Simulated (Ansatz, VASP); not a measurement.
One calculation of BaTiO3, two programs

The input POSCAR:

```
BaTiO3
1.0
    3.9951440287      0.0000000000      0.0000000000
    0.0000000000      2.8424767306      2.8480072403
    0.0000000000     -2.8424767306      2.8480072403
Ba Ti O
1 1 3
Direct
    0.0000000000      0.0044061011      0.0044061011
    0.5000000000      0.5135753575      0.5135753575
    0.0000000000      0.3365544723      0.4948671140
    0.5000000000      0.4954342957      0.9880908444
    0.5000000000      0.9880908444      0.4954342957
```

File INCAR.step1:

```
  PREC = Accurate
  ENCUT = 520
  ISMEAR = 0
  SIGMA = 0.05
  LREAL = F
  LASPH = T
  NELM = 150
  LMAXMIX = 4
  LDAU = T
  LDAUTYPE = 2
  LDAUL = -1 2 -1
  LDAUU = 0 4 0
  LDAUJ = 0 0 0
  NBANDS = 28
  GGA = PE
  ALGO = Normal
  EDIFF = 1E-4
  LWAVE = T
  LCHARG = F
```

Contents of INCAR.step2:

```
  PREC = Accurate
  ENCUT = 520
  EDIFF = 1E-7
  ISMEAR = 0
  SIGMA = 0.05
  LREAL = F
  LASPH = T
  NELM = 150
  ALGO = Normal
  ISIF = 2
  LWAVE = F
  LCHARG = F
  LMAXMIX = 4
  LDAU = T
  LDAUTYPE = 2
  LDAUL = -1 2 -1
  LDAUU = 0 4 0
  LDAUJ = 0 0 0
  LDAUPRINT = 1
  METAGGA = R2SCAN
  LMIXTAU = T
  NBANDS = 28
  ISTART = 1
```

KPOINTS

```
regular mesh
0
Gamma
  6 6 6
```

Input for Ansatz:

```yaml
crystal:
  lattice:
    - [3.9951440287, 0.0, 0.0]
    - [0.0, 2.8424767306, 2.8480072403]
    - [0.0, -2.8424767306, 2.8480072403]
  atoms:
    - { symbol: Ba, position: [0.0, 0.0044061011, 0.0044061011] }
    - { symbol: Ti, position: [0.5, 0.5135753575, 0.5135753575] }
    - { symbol: O, position: [0.0, 0.3365544723, 0.494867114] }
    - { symbol: O, position: [0.5, 0.4954342957, 0.9880908444] }
    - { symbol: O, position: [0.5, 0.9880908444, 0.4954342957] }
basis:
  ecutwfc: 500
kpoints:
  mp_grid: { grid: [6, 6, 6] }
hamiltonian:
  xc: r2scan
  hubbard: { sites: [{ species: Ti, l: d, u_eff: 4.0 }] }
scf:
  occupations: { method: gaussian, width: 0.05 }
output:
  forces: true
  stress: true
  eigenvalues: true
```

Alike in both runs: task single point; functional r2SCAN; k mesh 6 × 6 × 6; occupations gaussian, width 0.05 eV; no spin polarisation; Hubbard terms Ti d U = 4.0 eV.

|  | VASP | Ansatz |
| --- | --- | --- |
| version | VASP 6.6.1 | Ansatz 0.2.0 |
| potentials or method | VASP PAW PBE potentials, release 64 (Ba_sv, Ti_sv, O), cutoff 520 eV | scalar-relativistic, plane waves, PAW |
| valence electrons in the cell | 40 | 40 |

|  | VASP | Ansatz | Ansatz less VASP |
| --- | --- | --- | --- |
| gap on the k mesh at the Fermi level (eV) | 2.69 | 2.74 | +0.042 |
| least direct gap on the mesh (eV) | 2.97 | 2.92 | -0.055 |
| pressure (GPa) | 7.0 | 2.9 | -4.18 |
| traceless stress, the component that is largest in VASP (GPa) | -3.86 | -3.46 | +0.400 |
| rms of the force components (eV/Å) | 1.428 | 1.370 | -0.0579 |

VASP's potentials were made for PBE, not for r2SCAN. The programs project onto different local orbitals, so the same U acts differently, and such runs can settle in different states. Atom by atom the forces differ by 0.209 eV/Å (rms over components).

Spin-orbit coupling is off throughout.
